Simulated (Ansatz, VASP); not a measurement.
**K2Os: VASP beside Ansatz**

```
CELL_PARAMETERS angstrom
5.41813 0.00000 0.00000
-2.70907 4.69224 0.00000
0.00000 0.00000 3.44426
ATOMIC_POSITIONS crystal
K 0.33333 0.66667 0.50000
K 0.66667 0.33333 0.50000
Os 0.00000 0.00000 0.00000
```

Alike in both runs: task single point; functional PBE; k mesh 6 × 6 × 6; occupations gaussian, width 0.1 eV; no spin polarisation.

```csv
,VASP,Ansatz
version,VASP 6.6.1,Ansatz 0.2.0
potentials or method,"VASP PAW PBE potentials, release 64 (K_sv, Os), cutoff 520 eV","scalar-relativistic, plane waves, PAW"
valence electrons in the cell,26,34
```

Ansatz gave:

* gap on the k mesh at the Fermi level (eV): none
* pressure (GPa): -1.8
* traceless stress, the component that is largest in VASP (GPa): -7.18

Problem. Estimate VASP's values.

Solution. gap on the k mesh at the Fermi level (eV): none; pressure (GPa): -1.7; traceless stress, the component that is largest in VASP (GPa): -7.12.

A gap of «none» marks a metal or a gap that the smearing closes. With one functional, cell and mesh, what is left measures potentials, basis and numerics. VASP's potentials hold 26 valence electrons a cell and Ansatz's 34, so a difference there can come from the potentials and not from the codes.

Spin-orbit coupling is off throughout.
